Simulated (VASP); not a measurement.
A run of VASP 6.6.1 is set up as follows.

File INCAR:

```
ALGO = Normal ; EDIFF = 1E-6
ENCUT = 500 ; GGA = PE
GGA_COMPAT = F ; ISIF = 2
ISMEAR = 0 ; LASPH = T
LCHARG = F ; LREAL = F
LWAVE = F ; NBANDS = 22
NELM = 120 ; PREC = Accurate
SIGMA = 0.2
```

The input KPOINTS:

```
k-points
0
Gamma
  6 6 6
```

File POSCAR:

```
IrPt2
1.0
    0.0000000000      3.0174922793      3.0174922793
    3.0174922793      0.0000000000      3.0174922793
    3.0174922793      3.0174922793      0.0000000000
Ir Pt
1 2
Direct
    0.5000000000      0.5000000000      0.5000000000
    0.2500000000      0.2500000000      0.2500000000
    0.7500000000      0.7500000000      0.7500000000
```

Potentials or basis: VASP PAW PBE potentials, release 64 (Ir, Pt).

Run with:

```bash
$ cat potpaw_PBE.64/Ir/POTCAR potpaw_PBE.64/Pt/POTCAR > POTCAR
$ mpirun -np 1 vasp_std > vasp.out
```

Question: Predict the pressure.

Answer: -0.2 GPa.
